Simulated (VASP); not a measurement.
A run of VASP 6.6.1:

Contents of INCAR:

```
SYSTEM = InCl3
PREC = Accurate ; ENCUT = 520
EDIFF = 1E-6 ; ISMEAR = 0
SIGMA = 0.02 ; LREAL = .FALSE.
LASPH = .TRUE. ; NELM = 80
ALGO = Normal ; ISIF = 2
LWAVE = .FALSE. ; LCHARG = .TRUE.
GGA = PS ; LELF = .TRUE.
LVHAR = .TRUE. ; NBANDS = 44
```

File KPOINTS:

```
regular mesh
0
G
  3 3 8
  0 0 0
```

POSCAR

```
InCl3
1.0
    9.6961552563      0.0000000000      0.0000000000
   -4.8480776281      8.3971167710      0.0000000000
    0.0000000000      0.0000000000      3.3927990405
In Cl
2 6
Direct
    0.6666666667      0.3333333333      0.2500000000
    0.3333333333      0.6666666667      0.7500000000
    0.7801834004      0.2198165996      0.7500000000
    0.4396331993      0.2198165996      0.7500000000
    0.7801834004      0.5603668007      0.7500000000
    0.2198165996      0.7801834004      0.2500000000
    0.5603668007      0.7801834004      0.2500000000
    0.2198165996      0.4396331993      0.2500000000
```

Potentials or basis: VASP PAW PBE potentials, release 64 (In_d, Cl).

Run with:

```console
$ cat potpaw_PBE.64/In_d/POTCAR potpaw_PBE.64/Cl/POTCAR > POTCAR
$ mpirun -np 1 vasp_std > vasp.out
```

Hardware: 1 thread of Intel(R) Xeon(R) 6975P-C (Granite Rapids), with other jobs on the host.

Question: How long does it take, and how much memory?

Answer: It took 2.4 min on 1 thread of Intel(R) Xeon(R) 6975P-C (Granite Rapids), on a shared host, peak memory 0.44 GiB. Counts: scf iterations 14, k points 15.
